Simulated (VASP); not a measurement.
## Al: single point with LDA

The system is Al.

```
Al
1.0
    -3.33805    2.92472    1.38770
     2.92472   -3.33805    1.38770
     2.42560    2.42560   -2.14471
Al
2
Direct
  0.98951 0.01049 0.00000
  0.76049 0.23951 0.50000
```

- Program: VASP 6.6.1
- Task: single point
- Functional: LDA
- Potentials or basis: VASP PAW LDA potentials, release 64 (Al)
- Cutoff: 520 eV
- k mesh: 18 × 18 × 12
- Occupations: fermi-dirac, width 0.1 eV
- Spin: no spin polarisation

The pressure is -5.0 GPa. The largest force is 0.025 eV/Å and the band gap on the k mesh is zero (bands 3 and 4 overlap by 9.18 eV).

Forces in eV/Å, atoms in the order of the input:
```
Al   0.018 -0.018  0.000
Al  -0.018  0.018  0.000
```

Stress tensor (GPa, compression positive):
```
-5.04  0.26  0.02
 0.26 -5.04  0.02
 0.02  0.02 -4.97
```

Levels at points of the mesh, in eV from the Fermi level:
| k point | band 1 | band 2 | band 3 | band 4 | band 5 | band 6 |
| --- | --- | --- | --- | --- | --- | --- |
| (0.00, 0.00, 0.00) | -10.41 | -3.30 | -2.66 | 5.53 | 6.09 | 7.64 |
| (0.50, 0.00, 0.00) | -2.00 | -1.87 | -0.82 | -0.65 | 1.59 | 1.71 |
| (0.50, 0.50, 0.00) | -8.97 | -8.02 | 5.38 | 5.61 | 6.54 | 6.70 |
| (0.00, 0.00, 0.50) | -6.14 | -6.14 | 0.72 | 0.72 | 1.48 | 1.48 |
| (0.50, 0.00, 0.50) | -5.81 | -5.19 | -2.29 | -1.05 | 4.92 | 5.72 |
| (0.50, 0.50, 0.50) | -4.75 | -4.75 | -3.80 | -3.80 | 9.06 | 9.06 |

It took 2.7 min on 1 thread of Intel(R) Xeon(R) 6975P-C (Granite Rapids), on a shared host, peak memory 0.4 GiB.

Caveat: the cell stands under tension.
